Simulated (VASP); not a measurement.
Wanted: the native input for a VASP 6.6.1 run.

* Task: single point
* Functional: PBE
* Potentials or basis: VASP PAW PBE potentials, release 64 (Cu)
* Cutoff: 520 eV
* k mesh: 24 × 24 × 24
* Occupations: gaussian, width 0.15 eV
* Spin: no spin polarisation
* Dipole correction: no
* Further INCAR settings: ALGO = Fast; EDIFF = 1e-06; NBANDS = 12

The structure of Cu lies in POSCAR:

```
Cu
1.0
    0.0000000000      1.9081184495      1.6219006821
    1.9081184495      0.0000000000      1.6219006821
    1.9081184495      1.9081184495      0.0000000000
Cu
1
Direct
    0.0000000000      0.0000000000      0.0000000000
```

This cell differs from its parent crystal: ratio of the length along z to the lengths across it x 0.85, volume and fractional coordinates fixed.

The input as run:

INCAR

```
SYSTEM = Cu
  ALGO = Fast
  EDIFF = 1E-6
  ENCUT = 520
  GGA = PE
  ISIF = 2
  ISMEAR = 0
  LASPH = .True.
  LCHARG = .False.
  LREAL = .False.
  LWAVE = .False.
  NBANDS = 12
  NELM = 80
  PREC = Accurate
  SIGMA = 0.15
```

KPOINTS

```
k-points
0
Gamma
  24 24 24
  0 0 0
```

Potentials or basis: VASP PAW PBE potentials, release 64 (Cu).

The run is started by

```console
$ cat potpaw_PBE.64/Cu/POTCAR > POTCAR
$ mpirun -np 1 vasp_std > vasp.out
```

It gave:

The pressure is 2.9 GPa.

Run time: 99 s on 1 thread of Intel(R) Xeon(R) Platinum 8375C CPU @ 2.90GHz (Ice Lake), on a shared host, peak memory 0.25 GiB.
